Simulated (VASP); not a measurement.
Set up this calculation in VASP 6.6.1, as the native input.

* Task: single point
* Functional: PBE
* Potentials or basis: VASP PAW PBE potentials, release 64 (Si, P)
* Cutoff: 500 eV
* k mesh: 3 × 3 × 3
* Occupations: gaussian, width 0.2 eV
* Spin: no spin polarisation
* Dipole correction: no
* Further INCAR settings: ALGO = Normal; EDIFF = 1e-06; NBANDS = 30

The structure of SiP7 lies in POSCAR:

```
SiP7
1.0
    4.5892893544      0.0000000000      0.0000000000
    0.0000000000      4.5892893544      0.0000000000
    0.0000000000      0.0000000000      7.0842076143
Si P
1 7
Direct
    0.0000000000      0.0000000000      0.4360145424
    0.5000000000      0.0000000000      0.7959021998
    0.0000000000      0.5000000000      0.7959021998
    0.5000000000      0.0000000000      0.4787630039
    0.0000000000      0.5000000000      0.4787630039
    0.5000000000      0.0000000000      0.1173326582
    0.0000000000      0.5000000000      0.1173326582
    0.0000000000      0.0000000000      0.1190856138
```

These files were run (other wordings do the same):

INCAR

```
SYSTEM = SiP7
  ALGO = Normal
  EDIFF = 1E-6
  ENCUT = 500
  GGA = PE
  GGA_COMPAT = .False.
  ISIF = 2
  ISMEAR = 0
  LASPH = .True.
  LCHARG = .False.
  LREAL = .False.
  LWAVE = .False.
  NBANDS = 30
  NELM = 120
  PREC = Accurate
  SIGMA = 0.2
```

KPOINTS

```
k-points
0
Gamma
  3 3 3
  0 0 0
```

Potentials or basis: VASP PAW PBE potentials, release 64 (Si, P).

Run with:

```sh
$ cat potpaw_PBE.64/Si/POTCAR potpaw_PBE.64/P/POTCAR > POTCAR
$ mpirun -np 1 vasp_std > vasp.out
```

It gave:

| Quantity | Value |
| --- | --- |
| Pressure | 0.0 GPa |
| Largest force | 0.076 eV/Å |

Caveat: the k points lie up to 0.46 Å⁻¹ apart.

Wall time 28 s on 1 thread of Intel(R) Xeon(R) Platinum 8488C (Sapphire Rapids) (shared host), peak memory 0.24 GiB.
